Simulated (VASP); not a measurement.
# Zn (P6_3/mmc) in VASP: notebook

Runs on Zn. Level: LDA. Tasks: single point, relaxation of cell and atoms.

All numbers are computed with VASP 6.6.1; they aren't measurements. Logs are shortened: lines on timing, memory, paths and dates and some standing lists are left out, and cuts for length are marked.

### Step 1. The cell of the first run

It takes space group P6_3/mmc (No. 194, hexagonal). Conventional cell: a = 2.594 Å, b = 2.594 Å, c = 4.605 Å, α = 90.00°, β = 90.00°, γ = 120.00°. Zn (site symmetry -6m2) has 12 Zn at 2.59 to 2.75 Å within 3.4 Å.

### Step 2. Single point, LDA

Input file INCAR:

```
SYSTEM = Zn
ALGO = Normal
EDIFF = 1E-6
ENCUT = 520
ISIF = 2
ISMEAR = 1
LASPH = .True.
LCHARG = .False.
LREAL = .False.
LWAVE = .False.
NBANDS = 19
NELM = 80
PREC = Accurate
SIGMA = 0.05
```

Input file KPOINTS:

```
k-points
0
Gamma
  20 20 10
  0 0 0
```

Input file POSCAR:

```
Zn
1.0
    2.5943095171      0.0000000000      0.0000000000
   -1.2971547585      2.2467379471      0.0000000000
    0.0000000000      0.0000000000      4.6054589101
Zn
2
Direct
    0.3333333333      0.6666666667      0.2500000000
    0.6666666667      0.3333333333      0.7500000000
```

Potentials or basis: VASP PAW LDA potentials, release 64 (Zn).

On the command line:

```bash
$ cat potpaw_LDA.64/Zn/POTCAR > POTCAR
$ mpirun -np 1 vasp_std > vasp.out
```

OUTCAR:

```text
SYSTEM = Zn
   EDIFF = 1E-6
   ENCUT = 520
   ISIF = 2
   ISMEAR = 1
   LASPH = .True.
   LREAL = .False.
   NELM = 80
   PREC = Accurate

 ion  position               nearest neighbor table
   1  0.333  0.667  0.250-   2 2.75   2 2.75   2 2.75   2 2.75   2 2.75   2 2.75
   2  0.667  0.333  0.750-   1 2.75   1 2.75   1 2.75   1 2.75   1 2.75   1 2.75

  LATTYP: Found a hexagonal cell.
 ALAT       =     2.5943095171
 C/A-ratio  =     1.7752156710

  Lattice vectors:

 A1 = (   2.5943095171,   0.0000000000,   0.0000000000)
 A2 = (  -1.2971547585,   2.2467379471,   0.0000000000)
 A3 = (   0.0000000000,   0.0000000000,   4.6054589101)

Analysis of symmetry for initial positions (statically):
=====================================================================
 Subroutine PRICEL returns:
 Original cell was already a primitive cell.

 Routine SETGRP: Setting up the symmetry group for a
 hexagonal supercell.

 Subroutine GETGRP returns: Found 24 space group operations
 (whereof 12 operations were pure point group operations)
 out of a pool of 24 trial point group operations.

The static configuration has the point symmetry D_3d.
 The point group associated with its full space group is D_6h.

Analysis of symmetry for dynamics (positions and initial velocities):
=====================================================================
 Subroutine PRICEL returns:
 Original cell was already a primitive cell.

 Routine SETGRP: Setting up the symmetry group for a
 hexagonal supercell.

 Subroutine GETGRP returns: Found 24 space group operations
 (whereof 12 operations were pure point group operations)
 out of a pool of 24 trial point group operations.

The dynamic configuration has the point symmetry D_3d.
 The point group associated with its full space group is D_6h.

 Subroutine INISYM returns: Found 24 space group operations
 (whereof 12 operations are pure point group operations),
 and found     1 'primitive' translations

----------------------------------------------------------------------------------------

                                     Primitive cell

  volume of cell :      26.8440

  direct lattice vectors                    reciprocal lattice vectors
     2.594309517  0.000000000  0.000000000     0.385459018  0.222544868  0.000000000
    -1.297154759  2.246737947  0.000000000     0.000000000  0.445089736  0.000000000
     0.000000000  0.000000000  4.605458910     0.000000000  0.000000000  0.217133628

  length of vectors
     2.594309517  2.594309517  4.605458910     0.445089736  0.445089736  0.217133628
[... 75 lines left out ...]
   ISPIN  =      1    spin polarized calculation?
   LNONCOLLINEAR =      F non collinear calculations
   LSORBIT =      F    spin-orbit coupling
   LASPH  =      T    aspherical Exc in radial PAW
   ENCUT  =  520.0 eV  38.22 Ry    6.18 a.u.   4.82  4.82  8.56*2*pi/ulx,y,z
   NELM   =     80;   NELMIN=  2; NELMDL= -5     # of ELM steps
   EDIFF  = 0.1E-05   stopping-criterion for ELM
   LREAL  =      F    real-space projection
   EDIFFG = 0.1E-04   stopping-criterion for IOM
   NSW    =      0    number of steps for IOM
   IBRION =     -1    ionic relax: 0-MD 1-quasi-New 2-CG
   NFREE  =      0    steps in history (QN), initial steepest desc. (CG)
   ISIF   =      2    stress and relaxation
   ISYM   =      2    0-nonsym 1-usesym 2-fastsym
   POTIM  = 0.5000    time-step for ionic-motion
   TEBEG  =    0.0;   TEEND  =   0.0 temperature during run
   PSTRESS=    0.0 pullay stress
   NELECT =      24.0000    total number of electrons
   NUPDOWN=      -1.0000    fix difference up-down
   EMIN   =  10.00;   EMAX   =-10.00  energy-range for DOS
   EFERMI =   0.00;   METHOD = LEGACY
   ISMEAR =     1;   SIGMA  =   0.05  broadening in eV -4-tet -1-fermi 0-gaus
   EFERMI_NEDOS =   21; number of points for ismear=-14 and -15
   IALGO  =     38    algorithm
   IMIX   =      4    mixing-type and parameters
     AMIX     =   0.40;   BMIX     =  1.00
     AMIX_MAG =   1.60;   BMIX_MAG =  1.00
  volume/ion in A,a.u.               =      13.42        90.58
  Fermi-wavevector in a.u.,A,eV,Ry     =   1.577113  2.980312 33.841582  2.487286
  Thomas-Fermi vector in A             =   2.677844
   LORBIT       =      0    0 simple, 1 ext, 2 COOP (PROOUT), +10 PAW based schemes
   GGA     = CA    functional components
   LHFCALC =     F    Hartree Fock is set to
   AEXX    =    0.0000 exact exchange contribution
   IVDW    =     0    specifies the selected vdW correction
   LEPSILON=     F    determine dielectric tensor
   LRPA    =     F    only Hartree local field effects (RPA)
 non-spin polarized calculation
 Methfessel and Paxton  Order N= 1 SIGMA  =   0.05
  energy-cutoff  :      520.00
  volume of cell :       26.84
 maximum number of plane-waves:       736
 NGX is ok and might be reduce to    20
   NGX =  9   NGY =  9   NGZ = 17

 number of electron      23.9999994 magnetization

 Free energy of the ion-electron system (eV)
  ---------------------------------------------------
  ext. energy  EPLUGINS =         0.00000000
  ---------------------------------------------------
  free energy    TOTEN  =        -3.75132103 eV

  energy without entropy =       -3.75122327  energy(sigma->0) =       -3.75128844

 E-fermi :   3.8203     XC(G=0): -12.5745

 val. band max:        3.8039894341   @ k =   0.3000   0.1500   0.1000
 cond. band min:       3.8415632633   @ k =   0.3500   0.0000   0.0000
 fundamental gap:      0.0375738292
 Fermi energy:         3.8202779784

 k-point     1 :       0.0000    0.0000    0.0000
  band No.  band energies     occupation
      1      -7.5984      2.00000
      2      -5.3571      2.00000
      3      -4.4679      2.00000
      4      -4.2536      2.00000
      5      -4.2536      2.00000
      6      -4.1747      2.00000
[... 505 lines left out ...]
      6      -4.1782      2.00000
[... 11 lines left out ...]
     18      19.6653      0.00000
     19      20.3983      0.00000

 [... further k-points ...]
[... 5 lines left out ...]
  --------------------------------------------------------------------------------------
  -------------------------------------------------------------------------------------
  Total        0.1456187      0.1456187      0.0829084      0.0000000      0.0000000      0.0000000
  in kB        8.6912144      8.6912144      4.9483703      0.0000000      0.0000000      0.0000000
  external PRESSURE =       7.4435997 kB  Pullay stress =       0.0000000 kB

 VOLUME and BASIS-vectors are now :
 -----------------------------------------------------------------------------
  energy-cutoff  :      520.00
  volume of cell :       26.84
      direct lattice vectors                 reciprocal lattice vectors
     2.594309517  0.000000000  0.000000000     0.385459018  0.222544868  0.000000000
    -1.297154759  2.246737947  0.000000000     0.000000000  0.445089736  0.000000000
     0.000000000  0.000000000  4.605458910     0.000000000  0.000000000  0.217133628

 POSITION                                       TOTAL-FORCE (eV/Angst)
 -----------------------------------------------------------------------------------
     -0.00000      1.49783      1.15136         0.000000      0.000000      0.000000
      1.29715      0.74891      3.45409        -0.000000      0.000000      0.000000
 -----------------------------------------------------------------------------------
    total drift:                               -0.000000      0.000000     -0.000000

  FREE ENERGIE OF THE ION-ELECTRON SYSTEM (eV)
  ---------------------------------------------------
  free  energy   TOTEN  =        -3.7513210265 eV

  energy  without entropy=       -3.7512232711  energy(sigma->0) =       -3.75128844
```

OSZICAR:

```text
N       E                     dE             d eps       ncg     rms          rms(c)
DAV:   1     0.111681183238E+03    0.11168E+03   -0.12374E+04 10459   0.208E+03
DAV:   2     0.103859151473E+01   -0.11064E+03   -0.10666E+03 10097   0.300E+02
DAV:   3    -0.405232635096E+01   -0.50909E+01   -0.50686E+01 11271   0.710E+01
DAV:   4    -0.408151810820E+01   -0.29192E-01   -0.29184E-01 10979   0.543E+00
DAV:   5    -0.408155321362E+01   -0.35105E-04   -0.35105E-04 10990   0.172E-01    0.529E+00
DAV:   6    -0.378414033152E+01    0.29741E+00   -0.10281E+00 11205   0.227E+01    0.373E+00
DAV:   7    -0.376145832743E+01    0.22682E-01   -0.43680E-02 12743   0.367E+00    0.187E+00
DAV:   8    -0.375135387498E+01    0.10104E-01   -0.27988E-03 13957   0.746E-01    0.524E-02
DAV:   9    -0.375131740648E+01    0.36469E-04   -0.24397E-04 13264   0.180E-01    0.297E-02
DAV:  10    -0.375132102501E+01   -0.36185E-05   -0.15713E-05 11014   0.335E-02    0.237E-03
DAV:  11    -0.375132102647E+01   -0.14602E-08   -0.72518E-07  6612   0.124E-02
   1 F= -.37513210E+01 E0= -.37512884E+01  d E =-.977553E-04
```

stdout:

```text
POSCAR found type information on POSCAR Zn
 POSCAR found :  1 types and       2 ions
 scaLAPACK will be used
 LDA part: xc-table for (Slater(with rela. corr.)+CA(PZ))
 , standard interpolation
 POSCAR, INCAR and KPOINTS ok, starting setup
 FFT: planning ... GRIDC
 FFT: planning ... GRID_SOFT
 FFT: planning ... GRID
 WAVECAR not read
 entering main loop
```

Wall time 72 s (1 thread of Intel Xeon Platinum 8259CL at 2.50GHz (Skylake/Cascade Lake), shared host); peak memory 0.21 GiB.

What came out:

```yaml
Free_energy: -3.7513 eV
Pressure: 0.7 GPa
Band_gap_on_the_k_mesh: zero (bands 12 and 13 overlap by 4.12 eV)
```

Stress tensor (GPa, compression positive):
```
0.87 0.00 0.00
0.00 0.87 0.00
0.00 0.00 0.49
```

Levels at points of the mesh, in eV from the Fermi level:
```csv
k point,band 9,band 10,band 11,band 12,band 13,band 14,band 15,band 16
"(0.00, 0.00, 0.00)",-7.67,-7.34,-7.34,-4.00,-2.40,16.42,18.02,18.02
"(0.50, 0.00, 0.00)",-7.18,-7.15,-3.37,-2.46,3.23,3.71,5.10,6.21
"(0.00, 0.00, 0.50)",-7.47,-7.47,-7.47,-7.47,5.97,5.97,19.56,19.56
"(0.50, 0.00, 0.50)",-7.16,-7.16,-2.31,-2.31,0.23,0.23,11.62,11.62
```

### Step 3. Relaxation of cell and atoms, LDA

This run uses another cell than the first one, of 15.33 Å³/atom.

Input file INCAR:

```
SYSTEM = Zn
ALGO = Normal
EDIFF = 1E-6
EDIFFG = -0.01
ENCUT = 600
GGA = CA
IBRION = 2
ISIF = 3
ISMEAR = 1
LASPH = .TRUE.
LCHARG = .FALSE.
LREAL = .FALSE.
LWAVE = .FALSE.
NELM = 100
NSW = 80
PREC = Accurate
SIGMA = 0.05
```

Input file KPOINTS:

```
k-points
0
G
  20 20 10
  0 0 0
```

Input file POSCAR:

```
Zn
1.0
    2.6700000000      0.0000000000      0.0000000000
   -1.3350000000      2.3122880000      0.0000000000
    0.0000000000      0.0000000000      4.9660000000
Zn
2
Direct
    0.3333333333      0.6666666667      0.2500000000
    0.6666666667      0.3333333333      0.7500000000
```

Potentials or basis: VASP PAW LDA potentials, release 64 (Zn).

On the command line:

```bash
$ cat potpaw_LDA.64/Zn/POTCAR > POTCAR
$ mpirun -np 1 vasp_std > vasp.out
```

OUTCAR:

```text
SYSTEM = Zn
   EDIFF = 1E-6
   EDIFFG = -0.01
   ENCUT = 600
   GGA = CA
   IBRION = 2
   ISIF = 3
   ISMEAR = 1
   LASPH = .TRUE.
   LREAL = .FALSE.
   NELM = 100
   NSW = 80
   PREC = Accurate

 ion  position               nearest neighbor table
   1  0.333  0.667  0.250-   2 2.92   2 2.92   2 2.92   2 2.92   2 2.92   2 2.92
   2  0.667  0.333  0.750-   1 2.92   1 2.92   1 2.92   1 2.92   1 2.92   1 2.92

  LATTYP: Found a hexagonal cell.
 ALAT       =     2.6700000000
 C/A-ratio  =     1.8599250936

  Lattice vectors:

 A1 = (   2.6700000000,   0.0000000000,   0.0000000000)
 A2 = (  -1.3350000000,   2.3122880000,   0.0000000000)
 A3 = (   0.0000000000,   0.0000000000,   4.9660000000)

Analysis of symmetry for initial positions (statically):
=====================================================================
 Subroutine PRICEL returns:
 Original cell was already a primitive cell.

 Routine SETGRP: Setting up the symmetry group for a
 hexagonal supercell.

 Subroutine GETGRP returns: Found 24 space group operations
 (whereof 12 operations were pure point group operations)
 out of a pool of 24 trial point group operations.

The static configuration has the point symmetry D_3d.
[... 169 lines left out ...]
  FORCE on cell =-STRESS in cart. coord.  units (eV):
  Direction    XX          YY          ZZ          XY          YZ          ZX
  --------------------------------------------------------------------------------------
  -------------------------------------------------------------------------------------
  Total       -1.9384026     -1.9384028     -1.1899649      0.0000000     -0.0000000      0.0000000
  in kB     -101.2965501   -101.2965651    -62.1848843      0.0000000     -0.0000000      0.0000000
  external PRESSURE =     -88.2593332 kB  Pullay stress =       0.0000000 kB
[... 203 lines left out ...]
--------------------------------------- Ionic step        7  -------------------------------------------

 number of electron      23.9999978 magnetization

 Free energy of the ion-electron system (eV)
  ---------------------------------------------------
  ext. energy  EPLUGINS =         0.00000000
  ---------------------------------------------------
  free energy    TOTEN  =        -3.74925675 eV

  energy without entropy =       -3.74941860  energy(sigma->0) =       -3.74931070

 E-fermi :   3.6044     XC(G=0): -12.4210

 val. band max:        3.5506299050   @ k =   0.3500   0.2500   0.1000
 cond. band min:       3.6309511536   @ k =   0.3500   0.3000   0.2000
 fundamental gap:      0.0803212485
 Fermi energy:         3.6044091016

 k-point     1 :       0.0000    0.0000    0.0000
  band No.  band energies     occupation
      1      -7.6010      2.00000
      2      -5.5915      2.00000
      3      -4.7283      2.00000
      4      -4.4215      2.00000
      5      -4.4215      2.00000
      6      -4.3669      2.00000
[... 433 lines left out ...]
      3      -4.7453      2.00000
      4      -4.4779      2.00000
      5      -4.4547      2.00000
      6      -4.3169      2.00000
[... 8 lines left out ...]
     15      13.4879      0.00000
     16      14.9923      0.00000

 [... further k-points ...]
[... 5 lines left out ...]
  --------------------------------------------------------------------------------------
  -------------------------------------------------------------------------------------
  Total       -0.0047547     -0.0047547     -0.0061700      0.0000000      0.0000000      0.0000000
  in kB       -0.2767543     -0.2767544     -0.3591334      0.0000000      0.0000000      0.0000000
  external PRESSURE =      -0.3042140 kB  Pullay stress =       0.0000000 kB
[... 17 lines left out ...]
  FREE ENERGIE OF THE ION-ELECTRON SYSTEM (eV)
  ---------------------------------------------------
  free  energy   TOTEN  =        -3.7492567515 eV

  energy  without entropy=       -3.7494186003  energy(sigma->0) =       -3.74931070

 reached required accuracy - stopping structural energy minimisation
```

OSZICAR:

```text
N       E                     dE             d eps       ncg     rms          rms(c)
DAV:   1     0.102189721465E+03    0.10219E+03   -0.13963E+04  8600   0.260E+03
DAV:   2    -0.833425935383E+00   -0.10302E+03   -0.10163E+03  8624   0.319E+02
[... 48 lines left out ...]
   6 F= -.37492504E+01 E0= -.37493082E+01  d E =-.210046E-03
       N       E                     dE             d eps       ncg     rms          rms(c)
DAV:   1    -0.374933181097E+01   -0.81510E-04   -0.14180E-03 10304   0.415E-01    0.539E-02
DAV:   2    -0.374928027132E+01    0.51540E-04   -0.93458E-05 10760   0.210E-01    0.300E-02
DAV:   3    -0.374925872001E+01    0.21551E-04   -0.17260E-05 11376   0.711E-02    0.102E-02
DAV:   4    -0.374925668826E+01    0.20318E-05   -0.41724E-06  9688   0.312E-02    0.233E-03
DAV:   5    -0.374925675148E+01   -0.63214E-07   -0.10274E-06  4688   0.146E-02
   7 F= -.37492568E+01 E0= -.37493107E+01  d E =-.216434E-03
```

CONTCAR:

```text
Zn
   1.00000000000000
     2.5578769365419243    0.0000000000000000   -0.0000000000000000
    -1.2789384682709621    2.2151865570885541   -0.0000000000000000
    -0.0000000000000000   -0.0000000000000000    4.8578953036129375
  Zn
     2
Direct
     0.3333333332999970    0.6666666667000030    0.2500000000000000
     0.6666666667000030    0.3333333332999970    0.7500000000000000

  0.00000000E+00  0.00000000E+00  0.00000000E+00
  0.00000000E+00  0.00000000E+00  0.00000000E+00
```

It took 5.3 min on 1 thread of Intel Xeon Platinum 8259CL at 2.50GHz (Skylake/Cascade Lake), shared host; peak memory 0.26 GiB.

Results:

* Free energy: -3.7493 eV
* Relaxed volume: 13.76 Å³/atom
* Relaxed cell: a = 2.558 Å, b = 2.558 Å, c = 4.858 Å, α = 90.00°, β = 90.00°, γ = 120.00°
* Space group after relaxing (to 0.1 Å): P6_3/mmc (No. 194)
* Energy gained by relaxing: 51.4 meV/atom
* Ionic steps: 7
* Pressure after relaxing: 0.0 GPa
* Band gap on the k mesh: zero (bands 12 and 13 overlap by 4.67 eV)

The path:
| step | energy change (eV) | largest force (eV/Å) | pressure (GPa) | volume (Å³) |
| --- | --- | --- | --- | --- |
| 1 | 0.0000 | 0.0000 | -8.83 | 30.66 |
| 2 | -0.1001 | 0.0000 | 1.36 | 27.06 |
| 3 | -0.1026 | 0.0000 | 0.32 | 27.41 |
| 4 | -0.1026 | 0.0000 | 0.05 | 27.49 |
| 5 | -0.1028 | 0.0000 | -0.23 | 27.51 |
| 6 | -0.1028 | 0.0000 | -0.10 | 27.52 |
| 7 | -0.1029 | 0.0000 | -0.03 | 27.53 |

Final structure:
```xyz
2
Lattice="2.5579 0.0000 0.0000 -1.2789 2.2152 0.0000 0.0000 0.0000 4.8579" Properties=species:S:1:pos:R:3 pbc="T T T"
Zn    0.0000    1.4768    1.2145
Zn    1.2789    0.7384    3.6434
```

LDA usually gives volumes a few per cent too small. Zero-point motion and thermal expansion aren't in these numbers.

The gap in the log of VASP goes by the Fermi energy; the results here count the filled bands.